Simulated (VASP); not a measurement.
Here is a VASP 6.6.1 calculation.

The input POSCAR:

```
AgCl
1.0
    0.0000000000      2.7731930222      2.7731930222
    2.7731930222      0.0000000000      2.7731930222
    2.7731930222      2.7731930222      0.0000000000
Ag Cl
1 1
Direct
    0.0000000000      0.0000000000      0.0000000000
    0.5000000000      0.5000000000      0.5000000000
```

INCAR.step1

```
ALGO = Normal ; EDIFF = 1E-4
ENCUT = 520 ; GGA = PE
ISMEAR = -1 ; LASPH = T
LCHARG = F ; LREAL = F
LWAVE = T ; NBANDS = 16
NELM = 100 ; PREC = Accurate
SIGMA = 0.02
```

File INCAR.step2:

```
ALGO = Normal ; EDIFF = 1E-7
ENCUT = 520 ; ISIF = 2
ISMEAR = -1 ; ISTART = 1
LASPH = T ; LCHARG = F
LMIXTAU = T ; LREAL = F
LWAVE = F ; METAGGA = R2SCAN
NBANDS = 16 ; NELM = 100
PREC = Accurate ; SIGMA = 0.02
```

KPOINTS

```
k-points
0
Gamma
  8 8 8
```

Potentials or basis: VASP PAW PBE potentials, release 64 (Ag, Cl).

Run with:

```sh
$ cat potpaw_PBE.64/Ag/POTCAR potpaw_PBE.64/Cl/POTCAR > POTCAR
$ cp INCAR.step1 INCAR
$ mpirun -np 1 vasp_std > vasp.out
$ cp INCAR.step2 INCAR
$ mpirun -np 1 vasp_std > vasp.out
```

Question: What does it give for the pressure?

Answer: -0.1 GPa.

Question: Predict the band gap on the k mesh.

Answer: 1.42 eV, indirect (least direct gap 3.70 eV).

Caveat: the PAW data sets were made with another functional, which shifts forces and pressure a little. A k mesh can miss the band edges.
